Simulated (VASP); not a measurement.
Runs of VASP 6.6.1 on Zn3SnO. The structure is that of space group Pm-3m (No. 221), or close to it. The cells are those of the table. 

| cell | k mesh | smearing | gap on the mesh (eV) | pressure (GPa) |
| --- | --- | --- | --- | --- |
| a = 4.362 Å, 5 atoms | 4 × 4 × 4 | gaussian 0.05 eV | none | 0.2 |
| a = 4.280 Å, 5 atoms | 4 × 4 × 4 | gaussian 0.05 eV | none | 4.9 |
| a = 4.362 Å, 5 atoms | 8 × 8 × 8 | fermi-dirac 0.15 eV | none | (a) |
| a = 4.334 Å, 5 atoms | 4 × 4 × 4 | gaussian 0.05 eV | none | 1.6 |

Alike in all rows: task single point; level PBE; potentials or basis VASP PAW PBE potentials, release 64 (Sn_d, O, Zn); no spin polarisation; cutoff (eV) 520.

Fill in the values left out.

(a) -0.5.

Caveats: some runs use coarse meshes; spin-orbit coupling is left out, which moves the levels of the heavy elements.

A k mesh can miss the band edges, and the runs leave out spin-orbit coupling on Sn.

A gap of «none» marks levels without a gap at the run's occupations.
